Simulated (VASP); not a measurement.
Runs of VASP 6.6.1 on P. The structure is that of space group P6_3/mmc (No. 194), or close to it. The cells are those of the table. This isn't the form of P at room conditions, which is orthorhombic.

| task | cell | k mesh | cutoff (eV) | gap on the mesh (eV) | pressure (GPa) | relaxed volume (Å³/atom) |
| --- | --- | --- | --- | --- | --- | --- |
| relaxation of cell and atoms | relaxed from a = 3.262, b = 3.262, c = 3.246 Å, angles 90.0, 90.0, 120.0°, 2 atoms | 7 × 7 × 6 | 600 | none | 0.0 | (a) |
| single point | a = 3.262, b = 3.262, c = 3.246 Å, angles 90.0, 90.0, 120.0°, 2 atoms | 8 × 8 × 5 | 520 | none | -0.3 | - |
| relaxation of cell and atoms | relaxed from a = 2.750, b = 2.750, c = 4.491 Å, angles 90.0, 90.0, 120.0°, 2 atoms | 8 × 8 × 5 | 600 | none | 0.0 | 14.92 |
| single point | a = 3.288, b = 3.288, c = 3.191 Å, angles 90.0, 90.0, 120.0°, 2 atoms | 7 × 7 × 6 | 520 | none | -0.3 | - |

Alike in all rows: level r2SCAN; potentials or basis VASP PAW PBE potentials, release 64 (P); no spin polarisation; smearing gaussian 0.02 eV.

Task: Fill in the values left out.

Result: (a) 14.90.

Caveats: some runs use coarse meshes; the PAW data sets were made with another functional, which shifts forces and pressure a little; a cell axis changed by over 15 % at a fixed basis, so the end point is rough (at least some runs).

A gap of «none» marks levels without a gap at the run's occupations.
